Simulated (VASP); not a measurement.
# Cu (Fm-3m) in VASP: further runs

The runs below take Cu through relaxation of cell and atoms, with LDA.

Program: VASP 6.6.1. These are calculated values, not measurements. Logs are shortened: lines on timing, memory, paths and dates and some standing lists are left out, and cuts for length are marked.

**1. The cell of the first run**

It takes space group Fm-3m (No. 225, cubic). The conventional cell has a = 3.518 Å, b = 3.518 Å, c = 3.518 Å, α = 90.00°, β = 90.00°, γ = 90.00°. Within 3.3 Å of Cu (site symmetry m-3m) lie 12 Cu at 2.49 Å.

**2. Relaxation of cell and atoms, LDA, target pressure 10 GPa, at which the enthalpy is minimised**

INCAR

```
SYSTEM = Cu
PREC = Accurate ; ENCUT = 600
EDIFF = 1E-6 ; ISMEAR = -1
SIGMA = 0.1 ; LREAL = .FALSE.
LASPH = .TRUE. ; NELM = 60
ALGO = Normal ; ISIF = 3
LWAVE = .FALSE. ; LCHARG = .FALSE.
IBRION = 2 ; NSW = 100
EDIFFG = -0.002 ; PSTRESS = 100.0
```

KPOINTS

```
regular mesh
0
G
  26 26 26
  0 0 0
```

POSCAR

```
Cu
1.0
    0.0000000000      1.7591561727      1.7591561727
    1.7591561727      0.0000000000      1.7591561727
    1.7591561727      1.7591561727      0.0000000000
Cu
1
Direct
    0.0000000000      0.0000000000      0.0000000000
```

Potentials or basis: VASP PAW LDA potentials, release 64 (Cu).

On the command line:

```console
> cat potpaw_LDA.64/Cu/POTCAR > POTCAR
> mpirun -np 1 vasp_std > vasp.out
```

OUTCAR:

```text
SYSTEM = Cu
   PREC = Accurate
   ENCUT = 600
   EDIFF = 1E-6
   ISMEAR = -1
   LREAL = .FALSE.
   LASPH = .TRUE.
   NELM = 60
   ISIF = 3
   IBRION = 2
   NSW = 100
   EDIFFG = -0.002
   PSTRESS = 100.0

 ion  position               nearest neighbor table
   1  0.000  0.000  0.000-

  LATTYP: Found a face centered cubic cell.
 ALAT       =     3.5183123454

  Lattice vectors:

 A1 = (   0.0000000000,   1.7591561727,   1.7591561727)
 A2 = (   1.7591561727,   0.0000000000,   1.7591561727)
 A3 = (   1.7591561727,   1.7591561727,   0.0000000000)

Analysis of symmetry for initial positions (statically):
=====================================================================
 Subroutine PRICEL returns:
 Original cell was already a primitive cell.

 Routine SETGRP: Setting up the symmetry group for a
 face centered cubic supercell.

 Subroutine GETGRP returns: Found 48 space group operations
 (whereof 48 operations were pure point group operations)
 out of a pool of 48 trial point group operations.

The static configuration has the point symmetry O_h .

Analysis of symmetry for dynamics (positions and initial velocities):
=====================================================================
 Subroutine PRICEL returns:
 Original cell was already a primitive cell.

 Routine SETGRP: Setting up the symmetry group for a
 face centered cubic supercell.

 Subroutine GETGRP returns: Found 48 space group operations
 (whereof 48 operations were pure point group operations)
 out of a pool of 48 trial point group operations.

The dynamic configuration has the point symmetry O_h .

 Subroutine INISYM returns: Found 48 space group operations
 (whereof 48 operations are pure point group operations),
 and found     1 'primitive' translations

----------------------------------------------------------------------------------------

                                     Primitive cell

  volume of cell :      10.8879

  direct lattice vectors                    reciprocal lattice vectors
     0.000000000  1.759156173  1.759156173    -0.284227181  0.284227181  0.284227181
     1.759156173  0.000000000  1.759156173     0.284227181 -0.284227181  0.284227181
     1.759156173  1.759156173  0.000000000     0.284227181  0.284227181 -0.284227181

  length of vectors
     2.487822518  2.487822518  2.487822518     0.492295918  0.492295918  0.492295918

  position of ions in fractional coordinates (direct lattice)
     0.000000000  0.000000000  0.000000000

  ion indices of the primitive-cell ions
   primitive index   ion index
                 1           1

----------------------------------------------------------------------------------------

 KPOINTS: regular mesh

Automatic generation of k-mesh.
 Grid dimensions read from file:
 generate k-points for:   26   26   26

 Generating k-lattice:

  Cartesian coordinates                     Fractional coordinates (reciprocal lattice)
    -0.010931815  0.010931815  0.010931815     0.038461538  0.000000000  0.000000000
     0.010931815 -0.010931815  0.010931815     0.000000000  0.038461538  0.000000000
     0.010931815  0.010931815 -0.010931815     0.000000000  0.000000000  0.038461538

  Length of vectors
     0.018934458  0.018934458  0.018934458

  Shift w.r.t. Gamma in fractional coordinates (k-lattice)
     0.000000000  0.000000000  0.000000000

 Subroutine IBZKPT returns following result:
 ===========================================

 Found    511 irreducible k-points:

 Following reciprocal coordinates:
            Coordinates               Weight
  0.000000  0.000000  0.000000      1.000000
  0.038462  0.000000  0.000000      8.000000
  0.076923  0.000000  0.000000      8.000000
  0.115385  0.000000  0.000000      8.000000
  0.153846  0.000000  0.000000      8.000000
  0.192308  0.000000  0.000000      8.000000
[... 16 lines left out ...]
  0.346154  0.038462  0.000000     24.000000
  0.384615  0.038462  0.000000     24.000000
 [... further k-points ...]
   k-points           NKPTS =    511   k-points in BZ     NKDIM =    511   number of bands    NBANDS=      9
   number of dos      NEDOS =    301   number of ions     NIONS =      1
   total plane-waves  NPLWV =   8000
   dimension x,y,z NGX =    20 NGY =   20 NGZ =   20
   dimension x,y,z NGXF=    40 NGYF=   40 NGZF=   40
   ions per type =               1
   NGX,Y,Z   is equivalent  to a cutoff of  13.36, 13.36, 13.36 a.u.
   NGXF,Y,Z  is equivalent  to a cutoff of  26.73, 26.73, 26.73 a.u.
 SYSTEM =  Cu
   PREC   = accura    normal or accurate (medium, high low for compatibility)
   ISTART =      0    job   : 0-new  1-cont  2-samecut
   ICHARG =      2    charge: 1-file 2-atom 10-const
   ISPIN  =      1    spin polarized calculation?
   LNONCOLLINEAR =      F non collinear calculations
   LSORBIT =      F    spin-orbit coupling
   LASPH  =      T    aspherical Exc in radial PAW
   ENCUT  =  600.0 eV  44.10 Ry    6.64 a.u.   4.97  4.97  4.97*2*pi/ulx,y,z
   NELM   =     60;   NELMIN=  2; NELMDL= -5     # of ELM steps
   EDIFF  = 0.1E-05   stopping-criterion for ELM
   LREAL  =      F    real-space projection
   EDIFFG = -.2E-02   stopping-criterion for IOM
   NSW    =    100    number of steps for IOM
   IBRION =      2    ionic relax: 0-MD 1-quasi-New 2-CG
   NFREE  =      1    steps in history (QN), initial steepest desc. (CG)
   ISIF   =      3    stress and relaxation
   ISYM   =      2    0-nonsym 1-usesym 2-fastsym
   POTIM  = 0.5000    time-step for ionic-motion
   TEBEG  =    0.0;   TEEND  =   0.0 temperature during run
   PSTRESS=  100.0 pullay stress
   NELECT =      11.0000    total number of electrons
   NUPDOWN=      -1.0000    fix difference up-down
   EMIN   =  10.00;   EMAX   =-10.00  energy-range for DOS
   EFERMI =   0.00;   METHOD = LEGACY
   ISMEAR =    -1;   SIGMA  =   0.10  broadening in eV -4-tet -1-fermi 0-gaus
   EFERMI_NEDOS =   21; number of points for ismear=-14 and -15
   IALGO  =     38    algorithm
   IMIX   =      4    mixing-type and parameters
     AMIX     =   0.40;   BMIX     =  1.00
     AMIX_MAG =   1.60;   BMIX_MAG =  1.00
  volume/ion in A,a.u.               =      10.89        73.48
  Fermi-wavevector in a.u.,A,eV,Ry     =   1.642699  3.104251 36.714778  2.698460
  Thomas-Fermi vector in A             =   2.732958
   LORBIT       =      0    0 simple, 1 ext, 2 COOP (PROOUT), +10 PAW based schemes
   GGA     = CA    functional components
   LHFCALC =     F    Hartree Fock is set to
   AEXX    =    0.0000 exact exchange contribution
   IVDW    =     0    specifies the selected vdW correction
   LEPSILON=     F    determine dielectric tensor
   LRPA    =     F    only Hartree local field effects (RPA)
 conjugate gradient relaxation of ions
 non-spin polarized calculation
  energy-cutoff  :      600.00
  volume of cell :       10.89
 maximum number of plane-waves:       376
   NGX =  9   NGY =  9   NGZ =  9

--------------------------------------- Ionic step        1  -------------------------------------------

 number of electron      10.9999998 magnetization

 Free energy of the ion-electron system (eV)
  ---------------------------------------------------
  ext. energy  EPLUGINS =         0.00000000
  ---------------------------------------------------
  free energy    TOTEN  =        -4.71256330 eV

  energy without entropy =       -4.70366537  energy(sigma->0) =       -4.70811433

------------------------ aborting loop because EDIFF is reached ----------------------------------------

  FORCE on cell =-STRESS in cart. coord.  units (eV):
  Direction    XX          YY          ZZ          XY          YZ          ZX
  --------------------------------------------------------------------------------------
  -------------------------------------------------------------------------------------
  Total        0.0627678      0.0627678      0.0627678      0.0000000      0.0000000     -0.0000000
  in kB        9.2364321      9.2364321      9.2364321      0.0000000      0.0000000     -0.0000000
  external PRESSURE =     -90.7635679 kB  Pullay stress =     100.0000000 kB
[... 170 lines left out ...]
  enthalpy is  TOTEN    =        -4.0466195731 eV   P V=        0.6509783515

--------------------------------------- Ionic step        6  -------------------------------------------

 number of electron      10.9999988 magnetization

 Free energy of the ion-electron system (eV)
  ---------------------------------------------------
  ext. energy  EPLUGINS =         0.00000000
  ---------------------------------------------------
  free energy    TOTEN  =        -4.69741764 eV

  energy without entropy =       -4.68872749  energy(sigma->0) =       -4.69307257

 E-fermi :   9.0413     XC(G=0): -13.8474

 val. band max:        9.0332259860   @ k =   0.4615   0.2308   0.0000
 cond. band min:       9.0686357033   @ k =   0.5000   0.3462   0.1538
 fundamental gap:      0.0354097173
 Fermi energy:         9.0412569475

 k-point     1 :       0.0000    0.0000    0.0000
  band No.  band energies     occupation
      1      -1.3299      2.00000
      2       5.5199      2.00000
      3       5.5199      2.00000
      4       5.5199      2.00000
      5       6.5354      2.00000
      6       6.5354      2.00000
      7      32.6614      0.00000
      8      36.1430      0.00000
      9      36.1430      0.00000
[... 265 lines left out ...]
 k-point    24 :       0.3846    0.0385    0.0000
  band No.  band energies     occupation
      1       2.7231      2.00000
      2       5.5460      2.00000
      3       5.5955      2.00000
      4       5.8361      2.00000
      5       7.0724      2.00000
      6       7.0770      2.00000
      7      16.8160      0.00000
      8      31.2799      0.00000
      9      31.9218      0.00000

 [... further k-points ...]
[... 5 lines left out ...]
  --------------------------------------------------------------------------------------
  -------------------------------------------------------------------------------------
  Total        0.6497039      0.6497039      0.6497039      0.0000000     -0.0000000      0.0000000
  in kB       99.8319773     99.8319773     99.8319773      0.0000000     -0.0000000      0.0000000
  external PRESSURE =      -0.1680227 kB  Pullay stress =     100.0000000 kB
[... 16 lines left out ...]
  FREE ENERGIE OF THE ION-ELECTRON SYSTEM (eV)
  ---------------------------------------------------
  free  energy   TOTEN  =        -4.6974176445 eV

  energy  without entropy=       -4.6887274943  energy(sigma->0) =       -4.69307257

  enthalpy is  TOTEN    =        -4.0466202972 eV   P V=        0.6507973474

 reached required accuracy - stopping structural energy minimisation
```

Wall time 3.5 min (1 thread of AMD EPYC 7R13, shared host); peak memory 0.15 GiB.

Results:

* Free energy: -4.6974 eV
* Relaxed volume: 10.43 Å³/atom
* Relaxed cell: a = 2.452 Å, b = 2.452 Å, c = 2.452 Å, α = 60.00°, β = 60.00°, γ = 60.00°
* Space group after relaxing (to 0.05 Å): Fm-3m (No. 225)
* Energy change on relaxing (the enthalpy is what falls): +15.1 meV/atom
* Ionic steps: 6
* Pressure after relaxing: 10.0 GPa

Step by step:
| step | energy change (eV) | largest force (eV/Å) | pressure (GPa) | volume (Å³) |
| --- | --- | --- | --- | --- |
| 1 | 0.0000 | 0.0000 | 0.92 | 10.89 |
| 2 | 0.0629 | 0.0000 | 22.35 | 9.94 |
| 3 | 0.0149 | 0.0000 | 9.91 | 10.43 |
| 4 | 0.0155 | 0.0000 | 10.10 | 10.42 |
| 5 | 0.0150 | 0.0000 | 9.95 | 10.43 |
| 6 | 0.0151 | 0.0000 | 9.98 | 10.43 |

Final structure:
```xyz
1
Lattice="0.0000 1.7340 1.7340 1.7340 0.0000 1.7340 1.7340 1.7340 0.0000" Properties=species:S:1:pos:R:3 pbc="T T T"
Cu    0.0000    0.0000    0.0000
```

Levels at points of the mesh, in eV from the Fermi level:
```csv
k point,band 3,band 4,band 5,band 6,band 7,band 8,band 9
"(0.00, 0.00, 0.00)",-3.52,-3.52,-2.51,-2.51,23.62,27.10,27.10
"(0.50, 0.00, 0.00)",-3.56,-1.82,-1.82,-1.39,4.37,22.08,23.88
"(0.50, 0.50, 0.00)",-1.83,-1.65,-1.65,1.36,8.00,13.97,13.97
```

Caveat: the cell is relaxed towards a set pressure, so the enthalpy falls and the energy may rise. LDA usually gives volumes a few per cent too small.

**3. Relaxation of cell and atoms, LDA, target pressure 15 GPa, at which the enthalpy is minimised**

INCAR

```
  PREC = Accurate
  ENCUT = 600
  EDIFF = 1E-6
  ISMEAR = -1
  SIGMA = 0.1
  LREAL = F
  LASPH = T
  NELM = 60
  ALGO = Normal
  ISIF = 3
  LWAVE = F
  LCHARG = F
  IBRION = 2
  NSW = 100
  EDIFFG = -0.002
  PSTRESS = 150.0
```

KPOINTS

```
Automatic mesh
0
Gamma
  26 26 26
```

POSCAR is that of step 2.

Potentials or basis: VASP PAW LDA potentials, release 64 (Cu).

On the command line:

```console
> cat potpaw_LDA.64/Cu/POTCAR > POTCAR
> mpirun -np 1 vasp_std > vasp.out
```

Wall time 3 min (1 thread of AMD EPYC 7R13, shared host); peak memory 0.15 GiB.

The run converged. Its results:

| Quantity | Value |
| --- | --- |
| Free energy | -4.6808 eV |
| Relaxed volume | 10.21 Å³/atom |
| Relaxed cell | a = 2.435 Å, b = 2.435 Å, c = 2.435 Å, α = 60.00°, β = 60.00°, γ = 60.00° |
| Space group after relaxing (to 0.05 Å) | Fm-3m (No. 225) |
| Energy change on relaxing (the enthalpy is what falls) | +31.7 meV/atom |
| Ionic steps | 4 |
| Pressure after relaxing | 15.0 GPa |

The path:
| step | energy change (eV) | largest force (eV/Å) | pressure (GPa) | volume (Å³) |
| --- | --- | --- | --- | --- |
| 1 | 0.0000 | 0.0000 | 0.92 | 10.89 |
| 2 | 0.1565 | 0.0000 | 38.96 | 9.45 |
| 3 | 0.0305 | 0.0000 | 14.72 | 10.23 |
| 4 | 0.0317 | 0.0000 | 15.00 | 10.21 |

Final structure:
```xyz
1
Lattice="0.0000 1.7221 1.7221 1.7221 0.0000 1.7221 1.7221 1.7221 0.0000" Properties=species:S:1:pos:R:3 pbc="T T T"
Cu    0.0000    1.7221    1.7221
```

Levels at points of the mesh, in eV from the Fermi level:
```
           k point  band 3  band 4  band 5  band 6  band 7  band 8  band 9
(0.00, 0.00, 0.00)   -3.60   -3.60   -2.55   -2.55   23.77   27.43   27.43
(0.50, 0.00, 0.00)   -3.64   -1.84   -1.84   -1.46    4.48   22.22   24.22
(0.50, 0.50, 0.00)   -1.86   -1.67   -1.67    1.34    8.16   14.13   14.13
```

Caveat: the cell is relaxed towards a set pressure, so the enthalpy falls and the energy may rise. Zero-point motion and thermal expansion aren't in these numbers.

**4. Relaxation of cell and atoms, LDA**

This run uses another cell than the first one, of 11.81 Å³/atom, 1.085 times its volume.

INCAR

```
  ALGO = Normal
  EDIFF = 1E-6
  EDIFFG = -0.002
  ENCUT = 600
  GGA = CA
  IBRION = 2
  ISIF = 3
  ISMEAR = -1
  LASPH = True
  LCHARG = False
  LREAL = False
  LWAVE = False
  NELM = 60
  NSW = 100
  PREC = Accurate
  SIGMA = 0.1
```

KPOINTS

```
k-points
0
Gamma
  26 26 26
```

POSCAR

```
Cu
1.0
    0.0000000000      1.8075000000      1.8075000000
    1.8075000000      0.0000000000      1.8075000000
    1.8075000000      1.8075000000      0.0000000000
Cu
1
Direct
    0.0000000000      0.0000000000      0.0000000000
```

On the command line:

```console
> cat potpaw_LDA.64/Cu/POTCAR > POTCAR
> mpirun -np 1 vasp_std > vasp.out
```

Wall time 4 min (1 thread of AMD EPYC 7R13, shared host); peak memory 0.16 GiB.

The run converged. Its results:

```yaml
Free_energy: -4.7131 eV
Relaxed_volume: 10.94 Å³/atom
Relaxed_cell: a = 2.492 Å, b = 2.492 Å, c = 2.492 Å, α = 60.00°, β = 60.00°, γ = 60.00°
Space_group_after_relaxing_to_0.05_Å: Fm-3m (No. 225)
Energy_gained_by_relaxing: 34.3 meV/atom
Ionic_steps: 7
Pressure_after_relaxing: 0.0 GPa
```

Step by step:
```tsv
step	energy change (eV)	largest force (eV/Å)	pressure (GPa)	volume (Å³)
1	0.0000	0.0000	-11.67	11.81
2	-0.0175	0.0000	10.52	10.40
3	-0.0343	0.0000	-0.08	10.94
4	-0.0343	0.0000	0.20	10.93
5	-0.0343	0.0000	-0.07	10.95
6	-0.0343	0.0000	-0.06	10.94
7	-0.0343	0.0000	0.02	10.94
```

Final structure:
```xyz
1
Lattice="0.0000 1.7618 1.7618 1.7618 0.0000 1.7618 1.7618 1.7618 0.0000" Properties=species:S:1:pos:R:3 pbc="T T T"
Cu    0.0000    0.0000    0.0000
```

Levels at points of the mesh, in eV from the Fermi level:
```
           k point  band 3  band 4  band 5  band 6  band 7  band 8  band 9
(0.00, 0.00, 0.00)   -3.34   -3.34   -2.40   -2.40   23.26   26.35   26.35
(0.50, 0.00, 0.00)   -3.38   -1.76   -1.76   -1.23    4.10   21.75   23.11
(0.50, 0.50, 0.00)   -1.78   -1.60   -1.60    1.41    7.64   13.59   13.59
```

**5. The runs side by side**

```tsv
cell	gap on the mesh (eV)	pressure (GPa)
relaxed to 10 GPa from a = 2.488 Å, angles 60.0°, 1 atom	none	10.0
relaxed to 15 GPa from a = 2.488 Å, angles 60.0°, 1 atom	none	15.0
relaxed from a = 2.556 Å, angles 60.0°, 1 atom	none	0.0
```

Alike in all rows: task relaxation of cell and atoms; level LDA; potentials or basis VASP PAW LDA potentials, release 64 (Cu); no spin polarisation; k mesh 26 × 26 × 26; cutoff (eV) 600; smearing fermi-dirac 0.1 eV.

Caveats: the cell is relaxed towards a set pressure, so the enthalpy falls and the energy may rise (some runs).

Total energies depend on the potentials used, so only differences within one code and one set of settings carry meaning.
